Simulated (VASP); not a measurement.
A run of VASP 6.6.1 is set up as follows.

INCAR

```
ALGO = Fast
EDIFF = 1E-6
ENCUT = 520
GGA = PE
ISIF = 2
ISMEAR = -1
LASPH = True
LCHARG = True
LELF = True
LREAL = False
LVHAR = True
LWAVE = False
NBANDS = 25
NELM = 80
PREC = Accurate
SIGMA = 0.05
```

KPOINTS

```
k-points
0
Gamma
  7 7 7
```

The input POSCAR:

```
HfOs3
1.0
    3.8924451577      0.0000000000      0.0000000000
    0.0000000000      3.8924451577      0.0000000000
    0.0000000000      0.0000000000      3.8924451577
Os Hf
3 1
Direct
    0.0000000000      0.5000000000      0.5000000000
    0.5000000000      0.0000000000      0.5000000000
    0.5000000000      0.5000000000      0.0000000000
    0.0000000000      0.0000000000      0.0000000000
```

Potentials or basis: VASP PAW PBE potentials, release 64 (Os, Hf_pv).

Run with:

```bash
$ cat potpaw_PBE.64/Os/POTCAR potpaw_PBE.64/Hf_pv/POTCAR > POTCAR
$ mpirun -np 1 vasp_std > vasp.out
```

(1) Estimate the pressure.

(2) Predict the band gap on the k mesh.

## Answers

(1) 20.7 GPa.

(2) zero (band 17 reaches 11.46 eV, above the bottom of band 18 at 7.47 eV).

Caveat: spin-orbit coupling is left out, which moves the levels of the heavy elements.
